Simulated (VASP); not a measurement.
# SiO2 (P6_322) in VASP: a series of runs

The runs below take SiO2 through single point, relaxation of shape and atoms at fixed volume, with LDA.

Program: VASP 6.6.1. These are calculated values, not measurements. Logs are shortened: lines on timing, memory, paths and dates and some standing lists are left out, and cuts for length are marked.

**1. The cell of the first run**

It takes space group P6_322 (No. 182, hexagonal). The conventional cell has a = 4.506 Å, b = 4.506 Å, c = 8.393 Å, α = 90.00°, β = 90.00°, γ = 120.00°. Si (site symmetry 3) has 4 O at 1.56 to 1.59 Å within 2.1 Å. O (site symmetry 2) has 2 Si at 1.59 Å within 2.1 Å. Within 2.1 Å of O (site symmetry 32) lie 2 Si at 1.56 Å.

**2. Single point, LDA**

The input, INCAR:

```
SYSTEM = SiO2
PREC = Accurate
ENCUT = 1340
EDIFF = 1E-6
ISMEAR = 0
SIGMA = 0.02
LREAL = .False.
LASPH = .True.
NELM = 120
ALGO = Normal
ISIF = 2
LWAVE = .False.
LCHARG = .True.
LELF = .True.
LVHAR = .True.
NBANDS = 44
GGA_COMPAT = .False.
```

The input, KPOINTS:

```
Automatic mesh
0
Gamma
  6 6 4
  0 0 0
```

The input, POSCAR:

```
SiO2
1.0
    4.5064484561      0.0000000000      0.0000000000
   -2.2532242280      3.9026988438      0.0000000000
    0.0000000000      0.0000000000      8.3926809391
Si O
4 8
Direct
    0.6666666667      0.3333333333      0.9362076165
    0.6666666667      0.3333333333      0.5637923835
    0.3333333333      0.6666666667      0.0637923835
    0.3333333333      0.6666666667      0.4362076165
    0.0000000000      0.3354145698      0.0000000000
    0.3354145698      0.3354145698      0.5000000000
    0.6645854302      0.0000000000      0.5000000000
    0.6645854302      0.6645854302      0.0000000000
    0.0000000000      0.6645854302      0.5000000000
    0.6666666667      0.3333333333      0.7500000000
    0.3333333333      0.6666666667      0.2500000000
    0.3354145698      0.0000000000      0.0000000000
```

Potentials or basis: VASP PAW LDA potentials, release 64 (Si, O_h).

Launch:

```bash
> cat potpaw_LDA.64/Si/POTCAR potpaw_LDA.64/O_h/POTCAR > POTCAR
> mpirun -np 1 vasp_std > vasp.out
```

OUTCAR:

```text
SYSTEM = SiO2
   PREC = Accurate
   ENCUT = 1340
   EDIFF = 1E-6
   ISMEAR = 0
   LREAL = .False.
   LASPH = .True.
   NELM = 120
   ISIF = 2

 ion  position               nearest neighbor table
   1  0.667  0.333  0.936-  10 1.56   5 1.59  12 1.59   8 1.59   3 2.81   3 2.81   3 2.81   2 3.13

   2  0.667  0.333  0.564-  10 1.56   7 1.59   9 1.59   6 1.59   4 2.81   4 2.81   4 2.81   1 3.13

   3  0.333  0.667  0.064-  11 1.56  12 1.59   5 1.59   8 1.59   1 2.81   1 2.81   1 2.81   4 3.13

   4  0.333  0.667  0.436-  11 1.56   9 1.59   7 1.59   6 1.59   2 2.81   2 2.81   2 2.81   3 3.13

   5  0.000  0.335  0.000-   1 1.59   3 1.59
   6  0.335  0.335  0.500-   4 1.59   2 1.59
   7  0.665  0.000  0.500-   2 1.59   4 1.59
   8  0.665  0.665  0.000-   1 1.59   3 1.59
   9  0.000  0.665  0.500-   4 1.59   2 1.59
  10  0.667  0.333  0.750-   1 1.56   2 1.56
  11  0.333  0.667  0.250-   3 1.56   4 1.56
  12  0.335  0.000  0.000-   3 1.59   1 1.59

  LATTYP: Found a hexagonal cell.
 ALAT       =     4.5064484561
 C/A-ratio  =     1.8623714486

  Lattice vectors:

 A1 = (   4.5064484561,   0.0000000000,   0.0000000000)
 A2 = (  -2.2532242280,   3.9026988438,   0.0000000000)
 A3 = (   0.0000000000,   0.0000000000,   8.3926809391)

Analysis of symmetry for initial positions (statically):
=====================================================================
 Subroutine PRICEL returns:
 Original cell was already a primitive cell.

 Routine SETGRP: Setting up the symmetry group for a
 hexagonal supercell.

 Subroutine GETGRP returns: Found 12 space group operations
 (whereof  6 operations were pure point group operations)
 out of a pool of 24 trial point group operations.

The static configuration has the point symmetry D_3 .
 The point group associated with its full space group is D_6 .

Analysis of symmetry for dynamics (positions and initial velocities):
=====================================================================
 Subroutine PRICEL returns:
 Original cell was already a primitive cell.

 Routine SETGRP: Setting up the symmetry group for a
 hexagonal supercell.

 Subroutine GETGRP returns: Found 12 space group operations
 (whereof  6 operations were pure point group operations)
 out of a pool of 24 trial point group operations.

[... 124 lines left out ...]
   ISYM   =      2    0-nonsym 1-usesym 2-fastsym
   POTIM  = 0.5000    time-step for ionic-motion
   TEBEG  =    0.0;   TEEND  =   0.0 temperature during run
   PSTRESS=    0.0 pullay stress
   NELECT =      64.0000    total number of electrons
   NUPDOWN=      -1.0000    fix difference up-down
   EMIN   =  10.00;   EMAX   =-10.00  energy-range for DOS
   EFERMI =   0.00;   METHOD = LEGACY
   ISMEAR =     0;   SIGMA  =   0.02  broadening in eV -4-tet -1-fermi 0-gaus
   EFERMI_NEDOS =   21; number of points for ismear=-14 and -15
   IALGO  =     38    algorithm
   IMIX   =      4    mixing-type and parameters
     AMIX     =   0.40;   BMIX     =  1.00
     AMIX_MAG =   1.60;   BMIX_MAG =  1.00
  volume/ion in A,a.u.               =      12.30        83.01
  Fermi-wavevector in a.u.,A,eV,Ry     =   1.239086  2.341533 20.889487  1.535334
  Thomas-Fermi vector in A             =   2.373584
   LORBIT       =      0    0 simple, 1 ext, 2 COOP (PROOUT), +10 PAW based schemes
   GGA     = CA    functional components
   LHFCALC =     F    Hartree Fock is set to
   AEXX    =    0.0000 exact exchange contribution
   IVDW    =     0    specifies the selected vdW correction
   LEPSILON=     F    determine dielectric tensor
   LRPA    =     F    only Hartree local field effects (RPA)
 non-spin polarized calculation
 Gauss-broadening in eV      SIGMA  =   0.02
  energy-cutoff  :     1340.00
  volume of cell :      147.60
 maximum number of plane-waves:     16593
 NGX is ok and might be reduce to    54
   NGX = 27   NGY = 27   NGZ = 51

 number of electron      63.9999994 magnetization

 Free energy of the ion-electron system (eV)
  ---------------------------------------------------
  ext. energy  EPLUGINS =         0.00000000
  ---------------------------------------------------
  free energy    TOTEN  =      -102.62311021 eV

  energy without entropy =     -102.62311021  energy(sigma->0) =     -102.62311021

 E-fermi :   1.7911     XC(G=0):  -9.7058

 val. band max:        1.6826099461   @ k =   0.0000   0.0000   0.2500
 cond. band min:       7.2916208681   @ k =   0.0000   0.0000   0.0000
 fundamental gap:      5.6090109220
 Fermi energy:         1.7911058551

 k-point     1 :       0.0000    0.0000    0.0000
  band No.  band energies     occupation
      1     -18.2694      2.00000
      2     -17.8611      2.00000
      3     -16.4998      2.00000
      4     -15.8002      2.00000
      5     -15.5547      2.00000
      6     -15.5547      2.00000
[... 976 lines left out ...]
     43      12.3244      0.00000
     44      12.3244      0.00000

------------------------ aborting loop because EDIFF is reached ----------------------------------------

  FORCE on cell =-STRESS in cart. coord.  units (eV):
  Direction    XX          YY          ZZ          XY          YZ          ZX
  --------------------------------------------------------------------------------------
  -------------------------------------------------------------------------------------
  Total       14.1155505     14.1155505     14.0956774      0.0000000      0.0000000      0.0000000
  in kB      153.2174539    153.2174539    153.0017408      0.0000000      0.0000000      0.0000000
  external PRESSURE =     153.1455495 kB  Pullay stress =       0.0000000 kB

 VOLUME and BASIS-vectors are now :
 -----------------------------------------------------------------------------
  energy-cutoff  :     1340.00
  volume of cell :      147.60
      direct lattice vectors                 reciprocal lattice vectors
     4.506448456  0.000000000  0.000000000     0.221904236  0.128116470  0.000000000
    -2.253224228  3.902698844  0.000000000     0.000000000  0.256232940  0.000000000
     0.000000000  0.000000000  8.392680939     0.000000000  0.000000000  0.119151438

 POSITION                                       TOTAL-FORCE (eV/Angst)
 -----------------------------------------------------------------------------------
      2.25322      1.30090      7.85729        -0.000000     -0.000000     -0.006827
      2.25322      1.30090      4.73173         0.000000     -0.000000      0.006827
     -0.00000      2.60180      0.53539         0.000000     -0.000000      0.006827
     -0.00000      2.60180      3.66095         0.000000     -0.000000     -0.006827
     -0.75576      1.30902      0.00000         0.028189     -0.048824      0.000000
      0.75576      1.30902      4.19634        -0.028189     -0.048824      0.000000
      2.99492      0.00000      4.19634         0.056378     -0.000000      0.000000
      1.49746      2.59368      0.00000         0.028189      0.048824     -0.000000
     -1.49746      2.59368      4.19634        -0.028189      0.048824     -0.000000
      2.25322      1.30090      6.29451        -0.000000     -0.000000      0.000000
     -0.00000      2.60180      2.09817         0.000000     -0.000000      0.000000
      1.51153      0.00000      0.00000        -0.056378     -0.000000      0.000000
 -----------------------------------------------------------------------------------
    total drift:                                0.000000      0.000000     -0.000000

  FREE ENERGIE OF THE ION-ELECTRON SYSTEM (eV)
  ---------------------------------------------------
  free  energy   TOTEN  =      -102.6231102107 eV

  energy  without entropy=     -102.6231102107  energy(sigma->0) =     -102.62311021
```

Run time: 7.3 min. Hardware: 1 thread of Intel Xeon Platinum 8488C (Sapphire Rapids), shared host; peak memory 0.7 GiB.

Results:

* Free energy: -102.6231 eV
* Pressure: 15.3 GPa
* Largest force: 0.056 eV/Å
* Band gap on the k mesh: 5.61 eV (least direct gap 5.77 eV)

Forces on the atoms (eV/Å):
```
Si   0.000  0.000 -0.007
Si   0.000  0.000  0.007
Si   0.000  0.000  0.007
Si   0.000  0.000 -0.007
O    0.028 -0.049  0.000
O   -0.028 -0.049  0.000
O    0.056  0.000  0.000
O    0.028  0.049  0.000
O   -0.028  0.049  0.000
O    0.000  0.000  0.000
O    0.000  0.000  0.000
O   -0.056  0.000  0.000
```

Caveat: the cell stands under pressure. A k mesh can miss the band edges.

**3. Single point, LDA**

This run uses another cell than the first one, of 11.26 Å³/atom.

The input, INCAR:

```
PREC     = Accurate       # precision mode
ENCUT    = 1340           # plane-wave cutoff, eV
EDIFF    = 1E-6           # SCF threshold, eV
ISMEAR   = 0              # smearing method
SIGMA    = 0.02           # smearing width, eV
LREAL    = F              # projectors in reciprocal space
LASPH    = T              # aspherical terms in the spheres
NELM     = 120            # most SCF steps
ALGO     = Normal         # electronic algorithm
ISIF     = 2              # what is computed and relaxed
LWAVE    = F              # write WAVECAR
LCHARG   = F              # write CHGCAR
GGA      = CA             # functional
NBANDS   = 44             # bands
GGA_COMPAT= F
```

The input, KPOINTS:

```
Automatic mesh
0
Gamma
  6 6 4
```

The input, POSCAR:

```
SiO2
1.0
    4.3598954246      0.0000000000      0.0000000000
   -2.1799477123      3.7757801956      0.0000000000
    0.0000000000      0.0000000000      8.2083219588
Si O
4 8
Direct
    0.6666666667      0.3333333333      0.9373472470
    0.6666666667      0.3333333333      0.5626527530
    0.3333333333      0.6666666667      0.0626527530
    0.3333333333      0.6666666667      0.4373472470
    0.0000000000      0.3189131841      0.0000000000
    0.3189131841      0.3189131841      0.5000000000
    0.6810868159      0.0000000000      0.5000000000
    0.6810868159      0.6810868159      0.0000000000
    0.0000000000      0.6810868159      0.5000000000
    0.6666666667      0.3333333333      0.7500000000
    0.3333333333      0.6666666667      0.2500000000
    0.3189131841      0.0000000000      0.0000000000
```

Potentials or basis: VASP PAW LDA potentials, release 64 (Si, O_h).

Launch:

```bash
> cat potpaw_LDA.64/Si/POTCAR potpaw_LDA.64/O_h/POTCAR > POTCAR
> mpirun -np 1 vasp_std > vasp.out
```

It took 8.7 min on 1 thread of Intel Xeon Platinum 8375C at 2.90GHz (Ice Lake), shared host; peak memory 0.67 GiB.

Results (log left out):

```
Free energy            : -100.8951 eV
Pressure               : 30.4 GPa
Largest force          : 0.060 eV/Å
Band gap on the k mesh : 5.62 eV (least direct gap 5.79 eV)
```

Forces in eV/Å, atoms in the order of the input:
```
Si   0.000  0.000 -0.009
Si   0.000  0.000  0.009
Si   0.000  0.000  0.009
Si   0.000  0.000 -0.009
O    0.030 -0.052  0.000
O   -0.030 -0.052  0.000
O    0.060  0.000  0.000
O    0.030  0.052  0.000
O   -0.030  0.052  0.000
O    0.000  0.000  0.000
O    0.000  0.000  0.000
O   -0.060  0.000  0.000
```

Levels at points of the mesh, in eV from the valence-band top:
```tsv
k point	band 28	band 29	band 30	band 31	band 32	band 33	band 34	band 35	band 36	band 37
(0.00, 0.00, 0.00)	-1.44	-0.40	-0.40	-0.17	-0.17	5.62	8.40	8.65	9.84	9.84
(0.50, 0.00, 0.00)	-1.42	-1.10	-1.01	-0.88	-0.35	7.92	8.83	9.27	9.32	9.66
(0.00, 0.00, 0.50)	-1.41	-0.50	-0.50	-0.01	-0.01	6.57	6.57	9.55	9.55	10.22
(0.50, 0.00, 0.50)	-1.34	-0.96	-0.96	-0.77	-0.77	8.34	8.34	9.30	9.30	9.81
```

Caveat: the cell stands under pressure.

**4. Single point, LDA**

This run uses another cell than the first one, of 15.50 Å³/atom.

The input, INCAR:

```
  PREC = Accurate
  ENCUT = 520
  EDIFF = 1E-6
  ISMEAR = 0
  SIGMA = 0.02
  LREAL = F
  LASPH = T
  NELM = 100
  ALGO = Normal
  ISIF = 2
  LWAVE = F
  LCHARG = T
  LELF = T
  LVHAR = T
  NBANDS = 44
```

KPOINTS is that of step 3.

The input, POSCAR:

```
SiO2
1.0
    5.0150050473      0.0000000000      0.0000000000
   -2.5075025236      4.3431217711      0.0000000000
    0.0000000000      0.0000000000      8.5394403528
Si O
4 8
Direct
    0.6666666667      0.3333333333      0.9370470918
    0.6666666667      0.3333333333      0.5629529082
    0.3333333333      0.6666666667      0.0629529082
    0.3333333333      0.6666666667      0.4370470918
    0.0000000000      0.4120635775      0.0000000000
    0.4120635775      0.4120635775      0.5000000000
    0.5879364225      0.0000000000      0.5000000000
    0.5879364225      0.5879364225      0.0000000000
    0.0000000000      0.5879364225      0.5000000000
    0.6666666667      0.3333333333      0.7500000000
    0.3333333333      0.6666666667      0.2500000000
    0.4120635775      0.0000000000      0.0000000000
```

Potentials or basis: VASP PAW LDA potentials, release 64 (Si, O).

Launch:

```bash
> cat potpaw_LDA.64/Si/POTCAR potpaw_LDA.64/O/POTCAR > POTCAR
> mpirun -np 1 vasp_std > vasp.out
```

Run time: 2.1 min. Hardware: 1 thread of Intel Xeon Platinum 8375C at 2.90GHz (Ice Lake), shared host; peak memory 0.3 GiB.

Results (log left out):

```
Free energy            : -103.7038 eV
Pressure               : 0.5 GPa
Largest force          : 0.024 eV/Å
Band gap on the k mesh : 5.42 eV (least direct gap 5.48 eV)
```

Forces in eV/Å, atoms in the order of the input:
```
Si   0.000  0.000 -0.016
Si   0.000  0.000  0.016
Si   0.000  0.000  0.016
Si   0.000  0.000 -0.016
O    0.012 -0.021  0.000
O   -0.012 -0.021  0.000
O    0.024  0.000  0.000
O    0.012  0.021  0.000
O   -0.012  0.021  0.000
O    0.000  0.000  0.000
O    0.000  0.000  0.000
O   -0.024  0.000  0.000
```

Levels at points of the mesh, in eV from the valence-band top:
```tsv
k point	band 28	band 29	band 30	band 31	band 32	band 33	band 34	band 35	band 36	band 37
(0.00, 0.00, 0.00)	-0.85	-0.85	-0.81	-0.06	-0.06	5.42	7.75	8.05	8.73	9.23
(0.50, 0.00, 0.00)	-1.26	-0.96	-0.77	-0.66	-0.04	7.70	8.12	8.60	9.05	9.13
(0.00, 0.00, 0.50)	-0.83	-0.67	-0.67	-0.20	-0.20	6.21	6.21	9.02	9.02	9.35
(0.50, 0.00, 0.50)	-1.12	-0.76	-0.76	-0.38	-0.38	8.12	8.12	8.37	8.37	9.16
```

A k mesh can miss the band edges.

**5. Single point, LDA**

This run uses another cell than the first one, of 11.26 Å³/atom.

The input, INCAR:

```
SYSTEM = SiO2
PREC     = Accurate       ! precision mode
ENCUT    = 1340           ! plane-wave cutoff, eV
EDIFF    = 1E-6           ! SCF threshold, eV
ISMEAR   = 0              ! smearing method
SIGMA    = 0.02           ! smearing width, eV
LREAL    = .FALSE.        ! projectors in reciprocal space
LASPH    = .TRUE.         ! aspherical terms in the spheres
NELM     = 120            ! most SCF steps
ALGO     = Normal         ! electronic algorithm
ISIF     = 2              ! what is computed and relaxed
LWAVE    = .FALSE.        ! write WAVECAR
LCHARG   = .FALSE.        ! write CHGCAR
NBANDS   = 44             ! bands
GGA_COMPAT= .FALSE.
```

The input, KPOINTS:

```
Automatic mesh
0
G
  6 6 4
  0 0 0
```

The input, POSCAR:

```
SiO2
1.0
    4.3598954246      0.0000000000      0.0000000000
   -2.1799477123      3.7757801956      0.0000000000
    0.0000000000      0.0000000000      8.2083219588
Si O
4 8
Direct
    0.6666666667      0.3333333333      0.9373472470
    0.6666666667      0.3333333333      0.5626527530
    0.3333333333      0.6666666667      0.0626527530
    0.3333333333      0.6666666667      0.4373472470
    0.0000000000      0.3189131841      0.0000000000
    0.3189131841      0.3189131841      0.5000000000
    0.6810868159      0.0000000000      0.5000000000
    0.6810868159      0.6810868159      0.0000000000
    0.0000000000      0.6810868159      0.5000000000
    0.6666666667      0.3333333333      0.7500000000
    0.3333333333      0.6666666667      0.2500000000
    0.3189131841      0.0000000000      0.0000000000
```

Potentials or basis: VASP PAW LDA potentials, release 64 (Si, O_h).

Launch:

```bash
> cat potpaw_LDA.64/Si/POTCAR potpaw_LDA.64/O_h/POTCAR > POTCAR
> mpirun -np 1 vasp_std > vasp.out
```

Run time: 9 min. Hardware: 1 thread of Intel Xeon Platinum 8259CL at 2.50GHz (Skylake/Cascade Lake), shared host; peak memory 0.67 GiB.

It converged, with:

* Free energy: -100.8951 eV
* Pressure: 30.4 GPa
* Largest force: 0.060 eV/Å
* Band gap on the k mesh: 5.62 eV (least direct gap 5.79 eV)

Forces in eV/Å, atoms in the order of the input:
```
Si   0.000  0.000 -0.009
Si   0.000  0.000  0.009
Si   0.000  0.000  0.009
Si   0.000  0.000 -0.009
O    0.030 -0.052  0.000
O   -0.030 -0.052  0.000
O    0.060  0.000  0.000
O    0.030  0.052  0.000
O   -0.030  0.052  0.000
O    0.000  0.000  0.000
O    0.000  0.000  0.000
O   -0.060  0.000  0.000
```

Levels at points of the mesh, in eV from the valence-band top:
```csv
k point,band 28,band 29,band 30,band 31,band 32,band 33,band 34,band 35,band 36,band 37
"(0.00, 0.00, 0.00)",-1.44,-0.40,-0.40,-0.17,-0.17,5.62,8.40,8.65,9.84,9.84
"(0.50, 0.00, 0.00)",-1.42,-1.10,-1.01,-0.88,-0.35,7.92,8.83,9.27,9.32,9.66
"(0.00, 0.00, 0.50)",-1.41,-0.50,-0.50,-0.01,-0.01,6.57,6.57,9.55,9.55,10.22
"(0.50, 0.00, 0.50)",-1.34,-0.96,-0.96,-0.77,-0.77,8.34,8.34,9.30,9.30,9.81
```

Caveat: the cell stands under pressure. A k mesh can miss the band edges.

[end of part 1 of 2]
